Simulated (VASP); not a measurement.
Input of a VASP 6.6.1 run:

Contents of INCAR:

```
PREC = Accurate
ENCUT = 520
EDIFF = 1E-6
ISMEAR = 0
SIGMA = 0.05
LREAL = False
LASPH = True
NELM = 60
ALGO = Normal
ISIF = 2
LWAVE = False
LCHARG = True
GGA = CA
LELF = True
LVHAR = True
NBANDS = 18
```

File KPOINTS:

```
regular mesh
0
Gamma
  8 8 8
```

Contents of POSCAR:

```
HfO2
1.0
    0.0000000000      2.8930440000      2.5575000000
    2.5575000000      0.0000000000      2.5575000000
    2.5575000000      2.8930440000      0.0000000000
Hf O
1 2
Direct
    0.0000000000      0.0000000000      0.0000000000
    0.2500000000      0.2500000000      0.2500000000
    0.7500000000      0.7500000000      0.7500000000
```

Potentials or basis: VASP PAW LDA potentials, release 64 (Hf_pv, O).

Command:

```bash
$ cat potpaw_LDA.64/Hf_pv/POTCAR potpaw_LDA.64/O/POTCAR > POTCAR
$ mpirun -np 1 vasp_std > vasp.out
```

**Question.** What does it give for the band gap on the k mesh?

**Answer.** 1.70 eV, indirect (least direct gap 2.19 eV).

**Question.** Estimate the pressure.

**Answer.** -37.2 GPa.

Stress tensor (GPa, compression positive):
```
-20.85   0.00   0.00
  0.00 -69.99   0.00
  0.00   0.00 -20.85
```

Caveat: the cell differs from its parent crystal (strain +0.1312 x Voigt [0, 1, 0, 0, 0, 0]); spin-orbit coupling is left out, which moves the levels of the heavy elements. A k mesh can miss the band edges.
